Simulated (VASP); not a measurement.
**C: single point with r2SCAN**

C:

```
C
1.0
     2.51973    0.00000    0.00000
    -1.25987    2.18215    0.00000
     0.00000    0.00000    7.19280
C
4
Cartesian
  1.2599 2.1822 1.7982
  0.0000 0.0000 5.3946
  0.0000 1.4548 1.7982
  1.2599 0.7274 5.3946
```

This cell differs from its parent crystal: volume scaled by 1.08.

```json
{
  "Program": "VASP 6.6.1",
  "Task": "single point",
  "Functional": "r2SCAN",
  "Potentials or basis": "VASP PAW PBE potentials, release 64 (C)",
  "Cutoff": "520 eV",
  "k mesh": "14 × 14 × 4",
  "Occupations": "fermi-dirac, width 0.05 eV",
  "Spin": "no spin polarisation"
}
```

* Pressure: -17.9 GPa
* Band gap on the k mesh: 0.99 eV, direct

Stress tensor (GPa, compression positive):
```
-26.64   0.00   0.00
  0.00 -26.64   0.00
  0.00   0.00  -0.35
```

Levels at points of the mesh, in eV from the valence-band top:
```tsv
k point	band 5	band 6	band 7	band 8	band 9	band 10	band 11	band 12
(0.00, 0.00, 0.00)	-2.78	-2.78	-2.77	-2.77	4.62	8.67	8.67	8.71
(0.50, 0.00, 0.00)	-6.16	-6.13	-2.21	-1.71	2.03	2.57	7.33	7.58
(0.00, 0.00, 0.50)	-2.78	-2.78	-2.78	-2.78	6.87	6.87	8.69	8.69
(0.50, 0.00, 0.50)	-6.14	-6.14	-1.93	-1.93	2.18	2.18	7.46	7.46
```

Run time: 67 s on 1 thread of Intel(R) Xeon(R) 6975P-C (Granite Rapids), with other jobs on the host, peak memory 0.17 GiB.

Caveat: the PAW data sets were made with another functional, which shifts forces and pressure a little. A k mesh can miss the band edges.
